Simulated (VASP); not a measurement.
Runs of VASP 6.6.1 on B4Ru. The structure is that of space group P4/mmm (No. 123), or close to it. The cells are those of the table. 

| task | spin | cell | k mesh | cutoff (eV) | gap on the mesh (eV) | pressure (GPa) | relaxed volume (Å³/atom) | largest force (eV/Å) |
| --- | --- | --- | --- | --- | --- | --- | --- | --- |
| relaxation of cell and atoms | off | relaxed from a = 2.943, b = 2.943, c = 7.356 Å, 5 atoms | 12 × 12 × 6 | 600 | none | 0.0 | 12.74 | 0.01 |
| single point | off | a = 2.943, b = 2.943, c = 7.356 Å, 5 atoms | 6 × 6 × 4 | 520 | none | -0.1 | - | 0.01 |
| single point | off | a = 3.133, b = 3.133, c = 5.055 Å, 5 atoms | 6 × 6 × 4 | 520 | none | (a) | - | 23.68 |
| single point | off | a = 2.946, b = 2.946, c = 7.337 Å, 5 atoms | 12 × 12 × 6 | 520 | none | -0.1 | - | - |
| relaxation of cell and atoms | off | relaxed from a = 3.133, b = 3.133, c = 5.055 Å, 5 atoms | 6 × 6 × 4 | 600 | none | 0.0 | 12.72 | 0.02 |
| single point | collinear, ferromagnetic start | a = 2.943, b = 2.943, c = 7.356 Å, 5 atoms | 6 × 6 × 4 | 520 | none | -0.1 | - | 0.01 |

Alike in all rows: level PBE; potentials or basis VASP PAW PBE potentials, release 64 (B, Ru_pv); smearing gaussian 0.1 eV.

**Question.** Fill in the values left out.

**Answer.** (a) 179.0.

Caveats: forces of over 1 eV/Å act on the atoms, so gaps and moduli don't describe the material at rest (some runs); the volume moved by over 15 % at a fixed basis, so the end points are rough (some runs).

A k mesh can miss the band edges, and the runs leave out spin-orbit coupling on Ru.

A gap of «none» marks levels without a gap at the run's occupations.
